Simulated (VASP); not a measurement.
Sc, 1 atom in the cell. The structure is cubic, space group Pm-3m (No. 221). Conventional cell: a = 2.958 Å, b = 2.958 Å, c = 2.958 Å, α = 90.00°, β = 90.00°, γ = 90.00°. Sc (site symmetry m-3m) has 6 Sc at 2.96 Å within 3.9 Å.  This cell differs from its parent crystal: volume scaled by 0.96.

| Quantity | Value |
| --- | --- |
| Program | VASP 6.6.1 |
| Task | single point |
| Functional | BLYP |
| Potentials or basis | VASP PAW PBE potentials, release 64 (Sc_sv) |
| Cutoff | 520 eV |
| k mesh | 12 × 12 × 12 |
| Occupations | fermi-dirac, width 0.1 eV |
| Spin | no spin polarisation |
| Dipole correction | no |
| Further INCAR settings | ALGO = Normal; EDIFF = 1e-06; NBANDS = 12 |

Potentials or basis: VASP PAW PBE potentials, release 64 (Sc_sv).

Launch:

```sh
$ cat potpaw_PBE.64/Sc_sv/POTCAR > POTCAR
$ mpirun -np 1 vasp_std > vasp.out
```

Hardware: 1 thread of AMD EPYC 9R14 (Zen 4), on a shared host.

Problem. How long does it take, and how much memory?

Solution. It took 17 s on 1 thread of AMD EPYC 9R14 (Zen 4), with other jobs on the host, peak memory 0.12 GiB. Counts: scf iterations 12, k points 84.
